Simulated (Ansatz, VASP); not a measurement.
# Co in VASP and in Ansatz

INCAR

```
SYSTEM = Co
  PREC = Accurate
  ENCUT = 520
  EDIFF = 1E-6
  ISMEAR = -1
  SIGMA = 0.1
  LREAL = .False.
  LASPH = .True.
  NELM = 150
  ALGO = Normal
  ISIF = 2
  LWAVE = .False.
  LCHARG = .False.
  ISPIN = 2
  MAGMOM = 3 -3
  LORBIT = 11
  LMAXMIX = 4
  GGA = PS
  NBANDS = 20
```

KPOINTS

```
Automatic mesh
0
Gamma
  15 15 8
  0 0 0
```

Contents of POSCAR:

```
Co
1.0
    2.4873648700      0.0000000000      0.0000000000
   -1.2436824400      2.1541211700      0.0000000000
    0.0000000000      0.0000000000      4.0632895000
Co
2
Direct
    0.6666666667      0.3333333333      0.2598610000
    0.3333333333      0.6666666667      0.7401390000
```

Input for Ansatz:

```yaml
crystal:
  lattice:
    - [2.48736487, 0.0, 0.0]
    - [-1.24368244, 2.15412117, 0.0]
    - [0.0, 0.0, 4.0632895]
  atoms:
    - { symbol: Co, position: [0.6666666666666666, 0.3333333333333333, 0.259861], spin: 3.0 }
    - { symbol: Co, position: [0.3333333333333333, 0.6666666666666666, 0.740139], spin: -3.0 }
kpoints:
  mp_grid:
    grid: [15, 15, 8]
hamiltonian:
  xc: pbesol
magnetization:
  spin_polarized: true
scf:
  occupations:
    method: fermi_dirac
output:
  eigenvalues: true
```

Alike in both runs: task single point; functional PBEsol; k mesh 15 × 15 × 8; collinear spin.

```csv
,VASP,Ansatz
version,VASP 6.6.1,Ansatz 0.2.0
potentials or method,"VASP PAW PBE potentials, release 64 (Co)","plane waves, PAW"
plane-wave cutoff (eV),520,420
occupations,"fermi-dirac, width 0.1 eV",fermi-dirac
valence electrons in the cell,18,34
```

|  | VASP | Ansatz | Ansatz less VASP |
| --- | --- | --- | --- |
| gap on the k mesh at the Fermi level (eV) | none | none | - |
| net moment per atom (μB) | 0.00 | 1.62 | +1.624 |
| size of the moment on the site where the two differ most (μB) | 0.70 | 1.69 | +0.994 |

The net moments are unlike, so the other rows may belong to different states. VASP's potentials were made for PBE, not for PBEsol. Site moments also hang on the region over which each program counts them. A gap of «none» marks a metal or a gap that the smearing closes. VASP's potentials hold 18 valence electrons a cell and Ansatz's 34, so a difference there can come from the potentials and not from the codes. Ansatz's warnings: seeded moment not kept.
